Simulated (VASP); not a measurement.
Wanted: the native input for a VASP 6.6.1 run.

```yaml
Task: single point
Functional: PBE
Potentials_or_basis: VASP PAW PBE potentials, release 64 (B, N)
Cutoff: 520 eV
k_mesh: 12 × 12 × 7
Occupations: fermi-dirac, width 0.05 eV
Spin: no spin polarisation
Dipole_correction: no
Further_INCAR_settings: ALGO = Normal; EDIFF = 1e-06; NBANDS = 16
```

The structure of BN (NiAs type) lies in POSCAR:

```
BN
1.0
    2.3713015588      0.0000000000      0.0000000000
   -1.1856507794      2.0536073900      0.0000000000
    0.0000000000      0.0000000000      3.8354346047
B N
2 2
Direct
    0.0000000000      0.0000000000      0.0000000000
    0.0000000000      0.0000000000      0.5000000000
    0.3333333333      0.6666666667      0.2500000000
    0.6666666667      0.3333333333      0.7500000000
```

These files were run (other wordings do the same):

INCAR

```
SYSTEM = BN
PREC     = Accurate       ! precision mode
ENCUT    = 520            ! plane-wave cutoff, eV
EDIFF    = 1E-6           ! SCF threshold, eV
ISMEAR   = -1             ! smearing method
SIGMA    = 0.05           ! smearing width, eV
LREAL    = .False.        ! projectors in reciprocal space
LASPH    = .True.         ! aspherical terms in the spheres
NELM     = 100            ! most SCF steps
ALGO     = Normal         ! electronic algorithm
ISIF     = 2              ! what is computed and relaxed
LWAVE    = .False.        ! write WAVECAR
LCHARG   = .True.         ! write CHGCAR
GGA      = PE             ! functional
LELF     = .True.         ! ELF
LVHAR    = .True.       
NBANDS   = 16             ! bands
```

KPOINTS

```
regular mesh
0
Gamma
  12 12 7
  0 0 0
```

Potentials or basis: VASP PAW PBE potentials, release 64 (B, N).

The run is started by

```bash
$ cat potpaw_PBE.64/B/POTCAR potpaw_PBE.64/N/POTCAR > POTCAR
$ mpirun -np 1 vasp_std > vasp.out
```

Results of the run:

```yaml
Pressure: 76.3 GPa
Band_gap_on_the_k_mesh: 2.35 eV, indirect (least direct gap 6.26 eV)
```

It took 13 s on 1 thread of Intel(R) Xeon(R) Platinum 8488C (Sapphire Rapids) (shared host), peak memory 0.14 GiB.
